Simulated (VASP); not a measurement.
# BaTiO3 (P4mm) in VASP: single point with r2SCAN

Aim: the single point of BaTiO3 with r2SCAN.

Everything below comes from runs of VASP 6.6.1. Logs are shortened: lines on timing, memory, paths and dates and some standing lists are left out, and cuts for length are marked.

**1. The cell of the first run**

Symmetry: P4mm, No. 99, tetragonal system. The conventional cell has a = 3.977 Å, b = 3.977 Å, c = 3.995 Å, α = 90.00°, β = 90.00°, γ = 90.00°. Within 3.7 Å of Ba (site symmetry 4mm) lie 12 O at 2.78 to 2.86 Å and 8 Ti at 3.41 to 3.49 Å. Within 2.5 Å of Ti (site symmetry 4mm) lie 6 O at 1.86 to 2.13 Å. Within 2.5 Å of O (site symmetry 4mm) lie 2 Ti at 1.86 to 2.13 Å. O (site symmetry 2mm) has 2 Ti at 1.99 Å within 2.6 Å.

**2. Single point, r2SCAN**

Input file POSCAR:

```
BaTiO3
1.0
    3.9771020000      0.0000000000      0.0000000000
    0.0000000000      3.9771020000      0.0000000000
    0.0000000000      0.0000000000      3.9951980000
Ba Ti O
1 1 3
Direct
    0.0000000000      0.0000000000      0.0000000000
    0.5000000000      0.5000000000      0.4820000000
    0.5000000000      0.5000000000      0.0160000000
    0.5000000000      0.0000000000      0.5150000000
    0.0000000000      0.5000000000      0.5150000000
```

Input file INCAR.step1:

```
PREC = Accurate
ENCUT = 520
ISMEAR = -1
SIGMA = 0.0319
LREAL = F
LASPH = T
NELM = 100
NBANDS = 28
GGA = PE
ALGO = Normal
EDIFF = 1E-4
LWAVE = T
LCHARG = F
```

Input file INCAR.step2:

```
PREC = Accurate
ENCUT = 520
EDIFF = 1E-6
ISMEAR = -1
SIGMA = 0.0319
LREAL = F
LASPH = T
NELM = 100
ALGO = Normal
ISIF = 2
LWAVE = F
LCHARG = F
METAGGA = R2SCAN
LMIXTAU = T
NBANDS = 28
ISTART = 1
```

Input file KPOINTS:

```
Automatic mesh
0
Gamma
  7 7 7
```

Potentials or basis: VASP PAW PBE potentials, release 64 (Ba_sv, Ti_sv, O).

On the command line:

```bash
cat potpaw_PBE.64/Ba_sv/POTCAR potpaw_PBE.64/Ti_sv/POTCAR potpaw_PBE.64/O/POTCAR > POTCAR
cp INCAR.step1 INCAR
mpirun -np 1 vasp_std > vasp.out
cp INCAR.step2 INCAR
mpirun -np 1 vasp_std > vasp.out
```

OUTCAR:

```text
PREC = Accurate
   ENCUT = 520
   EDIFF = 1E-6
   ISMEAR = -1
   LREAL = F
   LASPH = T
   NELM = 100
   ISIF = 2
   METAGGA = R2SCAN
   ISTART = 1

 ion  position               nearest neighbor table
   1  0.000  0.000  0.000-   4 2.78   5 2.78   5 2.78   4 2.78   3 2.81   3 2.81   3 2.81   3 2.81
                             4 2.86   5 2.86   5 2.86   4 2.86   2 3.41   2 3.41   2 3.41   2 3.41
   2  0.500  0.500  0.482-   3 1.86   4 1.99   5 1.99   4 1.99   5 1.99   3 2.13   1 3.41   1 3.41
                             1 3.41   1 3.41   1 3.49   1 3.49   1 3.49   1 3.49
   3  0.500  0.500  0.016-   2 1.86   2 2.13   1 2.81   1 2.81   1 2.81   1 2.81
   4  0.500  0.000  0.515-   2 1.99   2 1.99   1 2.78   1 2.78   1 2.86   1 2.86
   5  0.000  0.500  0.515-   2 1.99   2 1.99   1 2.78   1 2.78   1 2.86   1 2.86

  LATTYP: Found a simple tetragonal cell.
 ALAT       =     3.9771020000
 C/A-ratio  =     1.0045500467

  Lattice vectors:

 A1 = (   3.9771020000,   0.0000000000,   0.0000000000)
 A2 = (   0.0000000000,   3.9771020000,   0.0000000000)
 A3 = (   0.0000000000,   0.0000000000,   3.9951980000)

Analysis of symmetry for initial positions (statically):
=====================================================================
 Subroutine PRICEL returns:
 Original cell was already a primitive cell.

 Routine SETGRP: Setting up the symmetry group for a
 simple tetragonal supercell.

 Subroutine GETGRP returns: Found  8 space group operations
 (whereof  8 operations were pure point group operations)
 out of a pool of 16 trial point group operations.

The static configuration has the point symmetry C_4v.

Analysis of symmetry for dynamics (positions and initial velocities):
=====================================================================
 Subroutine PRICEL returns:
 Original cell was already a primitive cell.

 Routine SETGRP: Setting up the symmetry group for a
 simple tetragonal supercell.

 Subroutine GETGRP returns: Found  8 space group operations
 (whereof  8 operations were pure point group operations)
 out of a pool of 16 trial point group operations.

The dynamic configuration has the point symmetry C_4v.

 Subroutine INISYM returns: Found  8 space group operations
 (whereof  8 operations are pure point group operations),
 and found     1 'primitive' translations

----------------------------------------------------------------------------------------

                                     Primitive cell

  volume of cell :      63.1934

  direct lattice vectors                    reciprocal lattice vectors
     3.977102000  0.000000000  0.000000000     0.251439365  0.000000000  0.000000000
     0.000000000  3.977102000  0.000000000     0.000000000  0.251439365  0.000000000
     0.000000000  0.000000000  3.995198000     0.000000000  0.000000000  0.250300486

  length of vectors
     3.977102000  3.977102000  3.995198000     0.251439365  0.251439365  0.250300486

  position of ions in fractional coordinates (direct lattice)
     0.000000000  0.000000000  0.000000000
     0.500000000  0.500000000  0.482000000
     0.500000000  0.500000000  0.016000000
     0.500000000  0.000000000  0.515000000
     0.000000000  0.500000000  0.515000000

  ion indices of the primitive-cell ions
   primitive index   ion index
                 1           1
                 2           2
                 3           3
                 4           4
                 5           5

----------------------------------------------------------------------------------------

 KPOINTS: Automatic mesh

Automatic generation of k-mesh.
 Grid dimensions read from file:
 generate k-points for:    7    7    7

 Generating k-lattice:

  Cartesian coordinates                     Fractional coordinates (reciprocal lattice)
     0.035919909  0.000000000  0.000000000     0.142857143  0.000000000  0.000000000
     0.000000000  0.035919909  0.000000000     0.000000000  0.142857143  0.000000000
     0.000000000  0.000000000  0.035757212     0.000000000  0.000000000  0.142857143

  Length of vectors
     0.035919909  0.035919909  0.035757212

  Shift w.r.t. Gamma in fractional coordinates (k-lattice)
     0.000000000  0.000000000  0.000000000

 Subroutine IBZKPT returns following result:
 ===========================================

 Found     40 irreducible k-points:

 Following reciprocal coordinates:
            Coordinates               Weight
  0.000000  0.000000  0.000000      1.000000
  0.142857  0.000000  0.000000      4.000000
  0.285714  0.000000  0.000000      4.000000
  0.428571  0.000000  0.000000      4.000000
  0.142857  0.142857  0.000000      4.000000
  0.285714  0.142857  0.000000      8.000000
[... 16 lines left out ...]
  0.285714  0.000000  0.285714      8.000000
  0.428571  0.000000  0.285714      8.000000
 [... further k-points ...]
   k-points           NKPTS =     40   k-points in BZ     NKDIM =     40   number of bands    NBANDS=     28
   number of dos      NEDOS =    301   number of ions     NIONS =      5
   total plane-waves  NPLWV =  27000
   dimension x,y,z NGX =    30 NGY =   30 NGZ =   30
   dimension x,y,z NGXF=    60 NGYF=   60 NGZF=   60
   ions per type =               1   1   3
   NGX,Y,Z   is equivalent  to a cutoff of  12.54, 12.54, 12.48 a.u.
   NGXF,Y,Z  is equivalent  to a cutoff of  25.08, 25.08, 24.97 a.u.
 SYSTEM =  unknown system
   PREC   = accura    normal or accurate (medium, high low for compatibility)
   ISTART =      1    job   : 0-new  1-cont  2-samecut
   ICHARG =      0    charge: 1-file 2-atom 10-const
   ISPIN  =      1    spin polarized calculation?
   LNONCOLLINEAR =      F non collinear calculations
   LSORBIT =      F    spin-orbit coupling
   LASPH  =      T    aspherical Exc in radial PAW
   ENCUT  =  520.0 eV  38.22 Ry    6.18 a.u.   7.39  7.39  7.43*2*pi/ulx,y,z
   NELM   =    100;   NELMIN=  2; NELMDL=  0     # of ELM steps
   EDIFF  = 0.1E-05   stopping-criterion for ELM
   LREAL  =      F    real-space projection
   EDIFFG = 0.1E-04   stopping-criterion for IOM
   NSW    =      0    number of steps for IOM
   IBRION =     -1    ionic relax: 0-MD 1-quasi-New 2-CG
   NFREE  =      0    steps in history (QN), initial steepest desc. (CG)
   ISIF   =      2    stress and relaxation
   ISYM   =      2    0-nonsym 1-usesym 2-fastsym
   POTIM  = 0.5000    time-step for ionic-motion
   TEBEG  =    0.0;   TEEND  =   0.0 temperature during run
   PSTRESS=    0.0 pullay stress
   NELECT =      40.0000    total number of electrons
   NUPDOWN=      -1.0000    fix difference up-down
   EMIN   =  10.00;   EMAX   =-10.00  energy-range for DOS
   EFERMI =   0.00;   METHOD = LEGACY
   ISMEAR =    -1;   SIGMA  =   0.03  broadening in eV -4-tet -1-fermi 0-gaus
   EFERMI_NEDOS =   21; number of points for ismear=-14 and -15
   IALGO  =     38    algorithm
   IMIX   =      4    mixing-type and parameters
     AMIX     =   0.40;   BMIX     =  1.00
     AMIX_MAG =   1.60;   BMIX_MAG =  1.00
  volume/ion in A,a.u.               =      12.64        85.29
  Fermi-wavevector in a.u.,A,eV,Ry     =   1.405630  2.656255 26.882319  1.975795
  Thomas-Fermi vector in A             =   2.528071
   LORBIT       =      0    0 simple, 1 ext, 2 COOP (PROOUT), +10 PAW based schemes
   METAGGA = R2SCAN    functional components
   LHFCALC =     F    Hartree Fock is set to
   AEXX    =    0.0000 exact exchange contribution
   IVDW    =     0    specifies the selected vdW correction
   LEPSILON=     F    determine dielectric tensor
   LRPA    =     F    only Hartree local field effects (RPA)
 non-spin polarized calculation
  energy-cutoff  :      520.00
  volume of cell :       63.19
 maximum number of plane-waves:      1743
 NGX is ok and might be reduce to    30
   NGX = 15   NGY = 15   NGZ = 15

 number of electron      39.9999978 magnetization

 Free energy of the ion-electron system (eV)
  ---------------------------------------------------
  ext. energy  EPLUGINS =         0.00000000
  ---------------------------------------------------
  free energy    TOTEN  =       -74.22083161 eV

  energy without entropy =      -74.22083161  energy(sigma->0) =      -74.22083161

 E-fermi :   4.4751     XC(G=0): -11.9967

 val. band max:        3.5921390624   @ k =   0.4286   0.4286   0.4286
 cond. band min:       5.9046941839   @ k =   0.0000   0.0000   0.0000
 fundamental gap:      2.3125551215
 Fermi energy:         4.4750650990

 k-point     1 :       0.0000    0.0000    0.0000
  band No.  band energies     occupation
      1     -55.0528      2.00000
      2     -30.2689      2.00000
      3     -30.2190      2.00000
      4     -30.2190      2.00000
      5     -21.8093      2.00000
      6     -14.2525      2.00000
[... 20 lines left out ...]
     27       9.2946      0.00000
     28      12.0898      0.00000

 k-point     2 :       0.1429    0.0000    0.0000
  band No.  band energies     occupation
      1     -55.0525      2.00000
      2     -30.2685      2.00000
      3     -30.2310      2.00000
      4     -30.2186      2.00000
      5     -21.7833      2.00000
      6     -14.2762      2.00000
[... 20 lines left out ...]
     27       9.6896      0.00000
     28      12.5744      0.00000

 k-point     3 :       0.2857    0.0000    0.0000
  band No.  band energies     occupation
      1     -55.0520      2.00000
      2     -30.2675      2.00000
      3     -30.2578      2.00000
      4     -30.2177      2.00000
      5     -21.7234      2.00000
      6     -14.3890      2.00000
[... 20 lines left out ...]
     27      10.7251      0.00000
     28      12.7265      0.00000

 k-point     4 :       0.4286    0.0000    0.0000
  band No.  band energies     occupation
      1     -55.0516      2.00000
      2     -30.2793      2.00000
      3     -30.2666      2.00000
      4     -30.2169      2.00000
      5     -21.6742      2.00000
      6     -14.5097      2.00000
[... 20 lines left out ...]
     27      11.7958      0.00000
     28      12.6248      0.00000

 k-point     5 :       0.1429    0.1429    0.0000
  band No.  band energies     occupation
      1     -55.0523      2.00000
      2     -30.2680      2.00000
      3     -30.2308      2.00000
      4     -30.2303      2.00000
      5     -21.7589      2.00000
      6     -14.2746      2.00000
[... 20 lines left out ...]
     27      10.0314      0.00000
     28      12.7342      0.00000

 k-point     6 :       0.2857    0.1429    0.0000
  band No.  band energies     occupation
      1     -55.0518      2.00000
      2     -30.2671      2.00000
      3     -30.2572      2.00000
      4     -30.2295      2.00000
      5     -21.7032      2.00000
      6     -14.3350      2.00000
[... 463 lines left out ...]
      5     -21.7264      2.00000
      6     -14.3347      2.00000
[... 20 lines left out ...]
     27      10.7394      0.00000
     28      12.7179      0.00000

 k-point    22 :       0.1429    0.0000    0.2857
  band No.  band energies     occupation
      1     -55.0518      2.00000
      2     -30.3058      2.00000
      3     -30.2296      2.00000
      4     -30.2173      2.00000
      5     -21.7061      2.00000
      6     -14.2751      2.00000
[... 20 lines left out ...]
     27      11.1183      0.00000
     28      12.9993      0.00000

 k-point    23 :       0.2857    0.0000    0.2857
  band No.  band energies     occupation
      1     -55.0513      2.00000
      2     -30.3044      2.00000
      3     -30.2560      2.00000
      4     -30.2164      2.00000
      5     -21.6597      2.00000
      6     -14.1874      2.00000
[... 20 lines left out ...]
     27      12.1505      0.00000
     28      13.0709      0.00000

 k-point    24 :       0.4286    0.0000    0.2857
  band No.  band energies     occupation
      1     -55.0508      2.00000
      2     -30.3033      2.00000
      3     -30.2771      2.00000
      4     -30.2156      2.00000
      5     -21.6216      2.00000
      6     -14.1821      2.00000
[... 20 lines left out ...]
     27      12.8867      0.00000
     28      13.2984      0.00000

 [... further k-points ...]
[... 5 lines left out ...]
  --------------------------------------------------------------------------------------
  -------------------------------------------------------------------------------------
  Total        1.6149200      1.6149200      2.2974837      0.0000000     -0.0000000      0.0000000
  in kB       40.9439586     40.9439586     58.2493729      0.0000000     -0.0000000      0.0000000
  external PRESSURE =      46.7124300 kB  Pullay stress =       0.0000000 kB

 VOLUME and BASIS-vectors are now :
 -----------------------------------------------------------------------------
  energy-cutoff  :      520.00
  volume of cell :       63.19
      direct lattice vectors                 reciprocal lattice vectors
     3.977102000  0.000000000  0.000000000     0.251439365  0.000000000  0.000000000
     0.000000000  3.977102000  0.000000000     0.000000000  0.251439365  0.000000000
     0.000000000  0.000000000  3.995198000     0.000000000  0.000000000  0.250300486

 POSITION                                       TOTAL-FORCE (eV/Angst)
 -----------------------------------------------------------------------------------
      0.00000      0.00000      0.00000         0.000000      0.000000     -0.058360
      1.98855      1.98855      1.92569         0.000000     -0.000000      0.237194
      1.98855      1.98855      0.06392         0.000000      0.000000      0.208239
      1.98855      0.00000      2.05753         0.000000     -0.000000     -0.193537
      0.00000      1.98855      2.05753         0.000000     -0.000000     -0.193537
 -----------------------------------------------------------------------------------
    total drift:                                0.000000      0.000000     -0.002571

  FREE ENERGIE OF THE ION-ELECTRON SYSTEM (eV)
  ---------------------------------------------------
  free  energy   TOTEN  =       -74.2208316077 eV

  energy  without entropy=      -74.2208316077  energy(sigma->0) =      -74.22083161
```

It took 3.8 min on 1 thread of Intel Xeon Platinum 8259CL at 2.50GHz (Skylake/Cascade Lake), shared host; peak memory 0.22 GiB.

Results:

```
Free energy            : -74.2208 eV
Pressure               : 4.7 GPa
Largest force          : 0.237 eV/Å
Band gap on the k mesh : 2.31 eV, indirect (least direct gap 2.53 eV)
```

Forces in eV/Å, atoms in the order of the input:
```
Ba   0.000  0.000 -0.058
Ti   0.000  0.000  0.237
O    0.000  0.000  0.208
O    0.000  0.000 -0.194
O    0.000  0.000 -0.194
```

Levels at points of the mesh, in eV from the valence-band top:
```
           k point  band 16  band 17  band 18  band 19  band 20  band 21  band 22  band 23  band 24  band 25
(0.00, 0.00, 0.00)    -1.25    -1.11    -0.27    -0.22    -0.22     2.31     2.60     2.60     4.49     4.64
```

Caveat: the PAW data sets were made with another functional, which shifts forces and pressure a little; spin-orbit coupling is left out, which moves the levels of the heavy elements. A k mesh can miss the band edges.
